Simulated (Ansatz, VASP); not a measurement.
## Ti, level by level in two programs

```xyz
2
Lattice="2.9101 0.0000 0.0000 -1.4551 2.5202 0.0000 0.0000 0.0000 4.6167" Properties=species:S:1:pos:R:3 pbc="T T T"
Ti    1.4551    0.8401    3.4626
Ti    0.0000    1.6802    1.1542
```

Single points on this cell with VASP 6.6.1 and Ansatz 0.2.0. Each row is one pair of runs. Alike in all rows: spin: off; k mesh: 10 × 10 × 6; smearing: fermi-dirac, width 0.05 eV.

```csv
level,"VASP's potentials, cutoff","Ansatz's potentials, cutoff","gap on the k mesh at the Fermi level (eV), VASP","gap on the k mesh at the Fermi level (eV), Ansatz","pressure (GPa), VASP","pressure (GPa), Ansatz"
LDA,"VASP PAW LDA potentials, release 64 (Ti_sv), 520 eV","Ansatz PAW, 420 eV",?,none,?,-5.8
PBEsol+D3(BJ),"VASP PAW PBE potentials, release 64 (Ti_sv), 520 eV","Ansatz PAW, 420 eV",none,none,-7.5,-7.3
revPBE+D3(BJ),"VASP PAW PBE potentials, release 64 (Ti_sv), 520 eV","Ansatz PAW, 420 eV",none,none,-6.2,-5.8
r2SCAN+D4,"VASP PAW PBE potentials, release 64 (Ti_sv), 520 eV","Ansatz PAW, 500 eV",none,none,2.5,2.2
```

Fill in what VASP gave in row 1.

gap on the k mesh at the Fermi level (eV): none; pressure (GPa): -5.9.

A gap of «none» marks a metal or a gap that the smearing closes.
